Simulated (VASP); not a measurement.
Runs of VASP 6.6.1 on LiF. The structure is that of space group Fm-3m (No. 225), or close to it. The cells are those of the table. 

| task | level | potentials or basis | cell | k mesh | cutoff (eV) | smearing | grid for exact exchange (PRECFOCK) | share of exact exchange | screening parameter | gap on the mesh (eV) | pressure (GPa) | relaxed volume (Å³/atom) |
| --- | --- | --- | --- | --- | --- | --- | --- | --- | --- | --- | --- | --- |
| dielectric tensor | PBE | VASP PAW PBE potentials, release 64 (Li_sv, F) | a = 2.821 Å, angles 60.0°, 2 atoms | 10 × 10 × 10 | 520 | gaussian 0.01 eV | - | - | - | 9.35 | - | - |
| relaxation of cell and atoms | PBE | VASP PAW PBE potentials, release 64 (Li_sv, F) | relaxed from a = 2.848 Å, angles 60.0°, 2 atoms | 10 × 10 × 10 | 600 | fermi-dirac 0.02 eV | - | - | - | 8.91 | -0.1 | 8.34 |
| single point | HSE06 | VASP PAW PBE potentials, release 64 (Li_sv, F) | a = 2.836 Å, angles 60.0°, 2 atoms | 6 × 6 × 6 | 520 | fermi-dirac 0.02 eV | Normal | 0.25 | 0.2079 1/Å | 11.51 | - | - |
| single point | PBE | VASP PAW PBE potentials, release 64 (Li_sv, F) | a = 2.821 Å, angles 60.0°, 2 atoms | 10 × 10 × 10 | 520 | fermi-dirac 0.02 eV | - | - | - | 9.35 | - | - |
| relaxation of cell and atoms | r2SCAN | VASP PAW PBE potentials, release 64 (Li_sv, F) | relaxed from a = 2.876 Å, angles 60.0°, 2 atoms | 10 × 10 × 10 | 600 | fermi-dirac 0.02 eV | - | - | - | 10.68 | 0.0 | 7.84 |
| relaxation of cell and atoms | LDA | VASP PAW LDA potentials, release 64 (Li_sv, F) | relaxed from a = 2.876 Å, angles 60.0°, 2 atoms | 10 × 10 × 10 | 600 | fermi-dirac 0.02 eV | - | - | - | 9.79 | 0.1 | 7.39 |
| relaxation of cell and atoms | PBEsol | VASP PAW PBE potentials, release 64 (Li_sv, F) | relaxed from a = 2.876 Å, angles 60.0°, 2 atoms | 10 × 10 × 10 | 600 | fermi-dirac 0.02 eV | - | - | - | 9.13 | 0.0 | 7.98 |
| single point | LDA | VASP PAW LDA potentials, release 64 (Li_sv, F) | a = 2.821 Å, angles 60.0°, 2 atoms | 10 × 10 × 10 | 520 | gaussian 0.01 eV | - | - | - | 9.10 | - | - |
| single point | LDA | VASP PAW LDA potentials, release 64 (Li_sv, F) | a = 2.764 Å, angles 60.0°, 2 atoms | 10 × 10 × 10 | 520 | fermi-dirac 0.02 eV | - | - | - | 9.69 | - | - |
| single point | PBEsol | VASP PAW PBE potentials, release 64 (Li_sv, F) | a = 2.834 Å, angles 60.0°, 2 atoms | 10 × 10 × 10 | 520 | fermi-dirac 0.02 eV | - | - | - | 9.05 | - | - |
| single point | r2SCAN | VASP PAW PBE potentials, release 64 (Li_sv, F) | a = 2.821 Å, angles 60.0°, 2 atoms | 10 × 10 × 10 | 520 | fermi-dirac 0.02 eV | - | - | - | (b) | - | - |
| single point | PBE | VASP PAW PBE potentials, release 64 (Li_sv, F) | a = 2.876 Å, angles 60.0°, 2 atoms | 10 × 10 × 10 | 520 | fermi-dirac 0.02 eV | - | - | - | (a) | - | - |

Alike in all rows: no spin polarisation.

Q: Estimate the missing entries.

A: (a) 8.83; (b) 10.55.

Caveats: some runs use coarse meshes; the cutoff is under 1.25 times the usual one of these potentials, so pressure, stress and relaxed cells hold a basis-set (Pulay) error; the PAW data sets were made with another functional, which shifts forces and pressure a little (at least some runs).

A k mesh can miss the band edges.
